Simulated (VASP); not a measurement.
Runs of VASP 6.6.1 on ScB4. The structure is that of space group P4/mmm (No. 123), or close to it. The cells are those of the table. 

| task | cell | k mesh | cutoff (eV) | gap on the mesh (eV) | pressure (GPa) | relaxed volume (Å³/atom) |
| --- | --- | --- | --- | --- | --- | --- |
| single point | a = 3.366, b = 3.366, c = 4.148 Å, 5 atoms | 6 × 6 × 4 | 520 | none | (b) | - |
| relaxation of cell and atoms | relaxed from a = 3.366, b = 3.366, c = 4.148 Å, 5 atoms | 6 × 6 × 4 | 600 | none | -0.1 | 9.78 |
| relaxation of cell and atoms | relaxed from a = 3.367, b = 3.367, c = 4.225 Å, 5 atoms | 12 × 12 × 10 | 600 | none | -0.1 | 9.66 |
| relaxation of cell and atoms | relaxed from a = 3.336, b = 3.336, c = 4.381 Å, 5 atoms | 12 × 12 × 8 | 600 | none | 0.1 | (a) |
| single point | a = 3.367, b = 3.367, c = 4.225 Å, 5 atoms | 12 × 12 × 8 | 520 | none | 0.2 | - |

Alike in all rows: level PBE; potentials or basis VASP PAW PBE potentials, release 64 (Sc_sv, B); no spin polarisation; smearing gaussian 0.1 eV.

Problem. Fill in the values left out.

Solution. (a) 9.59; (b) 2.9.

Caveats: some runs use coarse meshes.

A gap of «none» marks levels without a gap at the run's occupations.
